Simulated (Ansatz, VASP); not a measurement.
## One calculation of Be, two programs

File INCAR:

```
SYSTEM = Be
ALGO = Normal
DIPOL = 0.5 0.5 0.500
EDIFF = 1E-6
ENCUT = 520
GGA = PE
IDIPOL = 3
ISIF = 2
ISMEAR = 0
LASPH = .TRUE.
LCHARG = .FALSE.
LDIPOL = .TRUE.
LREAL = .FALSE.
LWAVE = .FALSE.
NBANDS = 19
NELM = 60
PREC = Accurate
SIGMA = 0.1
```

File KPOINTS:

```
k-points
0
G
  42 42 1
  0 0 0
```

The input POSCAR:

```
Be
1.0
    2.2995019800      0.0000000000      0.0000000000
   -1.1497509900      1.9914271400      0.0000000000
    0.0000000000      0.0000000000     31.4035998062
Be
9
Direct
    0.6666666674      0.3333333326      0.2706696064
    0.3333333326      0.6666666651      0.3280022048
    0.6666666674      0.3333333326      0.3853348032
    0.3333333326      0.6666666651      0.4426674016
    0.6666666674      0.3333333326      0.4996955168
    0.3333333326      0.6666666651      0.5567188009
    0.6666666674      0.3333333326      0.6137622762
    0.3333333326      0.6666666651      0.6707450059
    0.6666666674      0.3333333326      0.7282045430
```

Input for Ansatz:

```yaml
crystal:
  lattice:
    - [2.29950198, 0.0, 0.0]
    - [-1.14975099, 1.99142714, 0.0]
    - [0.0, 0.0, 31.4035998062]
  atoms:
    - { symbol: Be, position: [0.6666666674, 0.3333333326, 0.2706696064] }
    - { symbol: Be, position: [0.3333333326, 0.6666666651, 0.3280022048] }
    - { symbol: Be, position: [0.6666666674, 0.3333333326, 0.3853348032] }
    - { symbol: Be, position: [0.3333333326, 0.6666666651, 0.4426674016] }
    - { symbol: Be, position: [0.6666666674, 0.3333333326, 0.4996955168] }
    - { symbol: Be, position: [0.3333333326, 0.6666666651, 0.5567188009] }
    - { symbol: Be, position: [0.6666666674, 0.3333333326, 0.6137622762] }
    - { symbol: Be, position: [0.3333333326, 0.6666666651, 0.6707450059] }
    - { symbol: Be, position: [0.6666666674, 0.3333333326, 0.728204543] }
basis:
  ecutwfc: 420
  fft_grid_basis: typed
kpoints:
  mp_grid: { grid: [42, 42, 1] }
hamiltonian:
  xc: pbe
scf:
  occupations: { method: gaussian, width: 0.1 }
output:
  forces: true
  eigenvalues: true
  band_densities:
    - { e_range: [-2.0, -1.0] }
    - { e_range: [-1.0, -0.5] }
    - { e_range: [-0.5, -0.25] }
    - { e_range: [-0.25, 0.0] }
    - { e_range: [0.0, 0.25] }
    - { e_range: [0.25, 0.5] }
    - { e_range: [0.5, 1.0] }
    - { e_range: [1.0, 1.5] }
  band_residual_tolerance: 1.0e-05
  write_potential: true
  elf: true
  write_density: true
  volumetric_format: npy
efield:
  axis: 3
  dipole_correction: true
  ramp_width: 0.04
checkpoint:
  read: start.run
  write: ck
  compress: false
  write_wavefunctions: false
  write_every: 100000
```

Alike in both runs: task single point; functional PBE; k mesh 42 × 42 × 1; occupations gaussian, width 0.1 eV; no spin polarisation.

|  | VASP | Ansatz |
| --- | --- | --- |
| version | VASP 6.6.1 | Ansatz 0.2.0 |
| potentials or method | VASP PAW PBE potentials, release 64 (Be), cutoff 520 eV | scalar-relativistic, plane waves, PAW |
| valence electrons in the cell | 18 | 18 |

```tsv
	VASP	Ansatz	Ansatz less VASP
gap on the k mesh at the Fermi level (eV)	none	none	-
rms of the force components (eV/Å)	0.027	0.026	-0.0013
```

Atom by atom the forces differ by 0.002 eV/Å (rms over components). A gap of «none» marks a metal or a gap that the smearing closes. Ansatz's warnings: published levels not confirmed, xc potential rough in thin density.
